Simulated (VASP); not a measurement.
A run of VASP 6.6.1 is set up as follows.

INCAR

```
PREC     = Accurate       # precision mode
ENCUT    = 520            # plane-wave cutoff, eV
EDIFF    = 1E-8           # SCF threshold, eV
ISMEAR   = 0              # smearing method
SIGMA    = 0.01           # smearing width, eV
LREAL    = F              # projectors in reciprocal space
LASPH    = T              # aspherical terms in the spheres
NELM     = 100            # most SCF steps
ALGO     = Normal         # electronic algorithm
ISIF     = 2              # what is computed and relaxed
LWAVE    = F              # write WAVECAR
LCHARG   = T              # write CHGCAR
GGA      = PE             # functional
NBANDS   = 16             # bands
IBRION   = 8              # ionic algorithm
NSW      = 1              # ionic steps
```

The input KPOINTS:

```
Automatic mesh
0
Gamma
  12 12 12
```

File POSCAR:

```
GaAs
1.0
    0.0000000000      2.8729417344      2.8729417344
    2.8729417344      0.0000000000      2.8729417344
    2.8729417344      2.8729417344      0.0000000000
Ga As
1 1
Direct
    0.0000000000      0.0000000000      0.0000000000
    0.7500000000      0.7500000000      0.7500000000
```

Potentials or basis: VASP PAW PBE potentials, release 64 (Ga_d, As).

Run with:

```console
$ cat potpaw_PBE.64/Ga_d/POTCAR potpaw_PBE.64/As/POTCAR > POTCAR
$ mpirun -np 1 vasp_std > vasp.out
```

Task: Estimate the highest phonon frequency at Γ, LO-TO splitting left out.

Result: 252 cm⁻¹.

Phonon frequencies in cm⁻¹ (negative: imaginary):
```csv
q point,frequencies
"(0.000, 0.000, 0.000)",0 0 0 252 252 252
```
